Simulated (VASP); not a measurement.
Input of a VASP 6.6.1 run:

The input INCAR:

```
ALGO = Normal
EDIFF = 1E-6
ENCUT = 500
GGA = PE
GGA_COMPAT = F
ISIF = 2
ISMEAR = -1
LASPH = T
LCHARG = F
LREAL = F
LWAVE = F
NBANDS = 23
NELM = 120
PREC = Accurate
SIGMA = 0.05
```

File KPOINTS:

```
k-points
0
Gamma
  14 14 14
```

File POSCAR:

```
RbBr3
1.0
   -2.2585671000      2.2585671000      6.4370042300
    2.2585671000     -2.2585671000      6.4370042300
    2.2585671000      2.2585671000     -6.4370042300
Rb Br
1 3
Direct
    0.0000000000      0.0000000000      0.0000000000
    0.7500000000      0.2500000000      0.5000000000
    0.2500000000      0.7500000000      0.5000000000
    0.5000000000      0.5000000000      0.0000000000
```

Potentials or basis: VASP PAW PBE potentials, release 64 (Rb_sv, Br).

The run is started by

```bash
$ cat potpaw_PBE.64/Rb_sv/POTCAR potpaw_PBE.64/Br/POTCAR > POTCAR
$ mpirun -np 1 vasp_std > vasp.out
```

(1) Estimate the band gap on the k mesh.

(2) What does it give for the pressure?

## Answers

(1) zero (bands 15 and 16 overlap by 1.03 eV).

(2) 0.7 GPa.
